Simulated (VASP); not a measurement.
KZn (NaTl type): single point with PBEsol

The system is KZn (NaTl type).

```
K Zn
1.0
     0.00000    3.88885    3.88885
     3.88885    0.00000    3.88885
     3.88885    3.88885    0.00000
K Zn
2 2
Direct
  0.12500 0.12500 0.12500
  0.87500 0.87500 0.87500
  0.37500 0.37500 0.37500
  0.62500 0.62500 0.62500
```

```yaml
Program: VASP 6.6.1
Task: single point
Functional: PBEsol
Potentials_or_basis: VASP PAW PBE potentials, release 64 (K_sv, Zn)
Cutoff: 520 eV
k_mesh: 7 × 7 × 7
Occupations: fermi-dirac, width 0.05 eV
Spin: no spin polarisation
Dipole_correction: no
k_mesh_for_the_DOS: 11 × 11 × 11
Occupations_for_the_DOS: tetrahedron
Further_INCAR_settings: ALGO = Normal; EDIFF = 1e-06
```

```json
{"Valence electrons inside the program's atomic spheres": "K 7.57; Zn 10.63"}
```

Levels at points of the mesh, in eV from the Fermi level:
| k point | band 17 | band 18 | band 19 | band 20 | band 21 | band 22 | band 23 | band 24 | band 25 |
| --- | --- | --- | --- | --- | --- | --- | --- | --- | --- |
| (0.00, 0.00, 0.00) | -6.94 | -6.94 | -5.72 | -0.11 | 1.13 | 1.13 | 1.13 | 2.01 | 2.01 |

Run time: 5.6 min on 1 thread of AMD EPYC 7R43 64-Core Processor (Zen 3) (shared host), peak memory 0.29 GiB.
